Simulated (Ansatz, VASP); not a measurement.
# BaS in VASP and in Ansatz

```
CELL_PARAMETERS angstrom
0.00000 3.27784 3.27784
3.27784 0.00000 3.27784
3.27784 3.27784 0.00000
ATOMIC_POSITIONS crystal
Ba 0.00000 0.00000 0.00000
S 0.50000 0.50000 0.50000
```

Alike in both runs: task single point; functional PBE; k mesh 6 × 6 × 6; no spin polarisation.

|  | VASP | Ansatz |
| --- | --- | --- |
| version | VASP 6.6.1 | Ansatz 0.2.0 |
| potentials or method | VASP PAW PBE potentials, release 64 (Ba_sv, S) | plane waves, PAW |
| plane-wave cutoff (eV) | 500 | 420 |
| occupations | gaussian, width 0.01 eV | fixed |
| valence electrons in the cell | 16 | 16 |

VASP gave:

| Property | Result |
| --- | --- |
| gap on the k mesh at the Fermi level (eV) | 2.22 |
| pressure (GPa) | -1.7 |

Task: Estimate Ansatz's values.

Result: gap on the k mesh at the Fermi level (eV): 2.30; pressure (GPa): -2.2.

Neither program's run includes spin-orbit coupling.
